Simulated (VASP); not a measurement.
A run of VASP 6.6.1 is set up as follows.

Contents of INCAR:

```
PREC = Accurate
ENCUT = 520
EDIFF = 1E-6
ISMEAR = 0
SIGMA = 0.15
LREAL = F
LASPH = T
NELM = 100
ALGO = Fast
ISIF = 2
LWAVE = F
LCHARG = F
GGA = PS
IVDW = 12
NBANDS = 14
```

The input KPOINTS:

```
regular mesh
0
Gamma
  18 18 6
```

File POSCAR:

```
Al
1.0
    2.9968000000      0.0000000000      0.0000000000
   -1.4984000000      2.5953049301      0.0000000000
    0.0000000000      0.0000000000      9.8538000000
Al
4
Direct
    0.0000000000      0.0000000000      0.0000000000
    0.3333333333      0.6666666667      0.2500000000
    0.0000000000      0.0000000000      0.5000000000
    0.6666666667      0.3333333333      0.7500000000
```

Potentials or basis: VASP PAW PBE potentials, release 64 (Al).

Command:

```console
$ cat potpaw_PBE.64/Al/POTCAR > POTCAR
$ mpirun -np 1 vasp_std > vasp.out
```

Estimate the dispersion energy per atom.

-0.272 eV.

Predict the pressure.

-11.5 GPa.

Predict the band gap on the k mesh.

zero (band 6 reaches 10.06 eV, above the bottom of band 7 at 5.10 eV).

Stress tensor (GPa, compression positive):
```
-11.61   0.00   0.00
  0.00 -11.61   0.00
  0.00   0.00 -11.33
```

Caveat: the PAW data sets were made with another functional, which shifts forces and pressure a little; pairwise dispersion overbinds metals, which lowers pressure and volume.
